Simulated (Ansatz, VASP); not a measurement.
# CsV2: VASP beside Ansatz

```
Cs V
1.0
     5.73056    0.00000    0.00000
     0.00000    5.73056    0.00000
     0.00000    0.00000    5.73056
Cs V
2 4
Direct
  0.00000 0.00000 0.00000
  0.50000 0.50000 0.50000
  0.25000 0.25000 0.25000
  0.25000 0.75000 0.75000
  0.75000 0.75000 0.25000
  0.75000 0.25000 0.75000
```

Alike in both runs: functional PBE; k mesh 4 × 4 × 4; occupations gaussian, width 0.1 eV; collinear spin.

Ansatz relaxed the structure, and its values are those at the end. VASP's run is a single point on that final structure, the one shown.

|  | VASP | Ansatz |
| --- | --- | --- |
| version | VASP 6.6.1 | Ansatz 0.2.0 |
| potentials or method | VASP PAW PBE potentials, release 64 (Cs_sv, V_sv), cutoff 520 eV | scalar-relativistic, plane waves, PAW |
| valence electrons in the cell | 70 | 70 |

|  | VASP | Ansatz | Ansatz less VASP |
| --- | --- | --- | --- |
| gap on the k mesh at the Fermi level (eV) | none | none | - |
| pressure (GPa) | 1.2 | 0.1 | -1.09 |
| net moment per atom (μB) | 1.80 | 1.82 | +0.022 |
| size of the moment on the site where the two differ most (μB) | 2.28 | 2.10 | -0.175 |

Site moments also hang on the region over which each program counts them. A gap of «none» marks a metal or a gap that the smearing closes.

Neither program's run includes spin-orbit coupling.
